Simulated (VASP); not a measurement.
Wanted: the native input for a VASP 6.6.1 run.

```
Task                               : single point
Functional                         : PBE-based global hybrid with 15 % exact exchange
Potentials or basis                : VASP PAW PBE potentials, release 64 (Mg, Te)
Cutoff                             : 520 eV
k mesh                             : 6 × 6 × 2
Occupations                        : gaussian, width 0.01 eV
Spin                               : no spin polarisation
Dipole correction                  : no
Grid for exact exchange (PRECFOCK) : Normal
Share of exact exchange            : 0.15
Further INCAR settings             : ALGO = Normal; EDIFF = 1e-06; NBANDS = 16
```

Crystal: MgTe.

```
CELL_PARAMETERS angstrom
4.57751 0.00000 0.00000
-2.28876 3.96424 0.00000
0.00000 0.00000 7.45558
ATOMIC_POSITIONS crystal
Mg 0.33333 0.66667 0.00440
Mg 0.66667 0.33333 0.50440
Te 0.33333 0.66667 0.38060
Te 0.66667 0.33333 0.88060
```

These files were run (other wordings do the same):

POSCAR

```
MgTe
1.0
    4.5775104488      0.0000000000      0.0000000000
   -2.2887552244      3.9642403347      0.0000000000
    0.0000000000      0.0000000000      7.4555751524
Mg Te
2 2
Direct
    0.3333333333      0.6666666667      0.0043977340
    0.6666666667      0.3333333333      0.5043977340
    0.3333333333      0.6666666667      0.3806022660
    0.6666666667      0.3333333333      0.8806022660
```

INCAR.step1

```
SYSTEM = MgTe
ALGO = Normal ; EDIFF = 1E-5
ENCUT = 520 ; GGA = PE
GGA_COMPAT = .False. ; ISIF = 2
ISMEAR = 0 ; LASPH = .True.
LCHARG = .False. ; LREAL = .False.
LWAVE = .True. ; NBANDS = 16
NELM = 120 ; PREC = Accurate
SIGMA = 0.01
```

INCAR.step2

```
SYSTEM = MgTe
AEXX = 0.15 ; ALGO = Normal
EDIFF = 1E-6 ; ENCUT = 520
GGA = PE ; GGA_COMPAT = .False.
ISIF = 2 ; ISMEAR = 0
ISTART = 1 ; LASPH = .True.
LCHARG = .False. ; LHFCALC = .True.
LREAL = .False. ; LWAVE = .False.
NBANDS = 16 ; NELM = 120
PREC = Accurate ; PRECFOCK = Normal
SIGMA = 0.01
```

KPOINTS

```
k-points
0
Gamma
  6 6 2
  0 0 0
```

Potentials or basis: VASP PAW PBE potentials, release 64 (Mg, Te).

Command:

```bash
$ cat potpaw_PBE.64/Mg/POTCAR potpaw_PBE.64/Te/POTCAR > POTCAR
$ cp INCAR.step1 INCAR
$ mpirun -np 1 vasp_std > vasp.out
$ cp INCAR.step2 INCAR
$ mpirun -np 1 vasp_std > vasp.out
```

It gave:

```yaml
Pressure: 0.1 GPa
Band_gap_on_the_k_mesh: 3.29 eV
```

Caveat: the k points lie up to 0.42 Å⁻¹ apart; the PAW data sets were made with another functional, which shifts forces and pressure a little; spin-orbit coupling is left out, which moves the levels of the heavy elements.

Run time: 38 min on 1 thread of AMD EPYC 7R13 Processor (Zen 3) (shared host), peak memory 0.28 GiB.
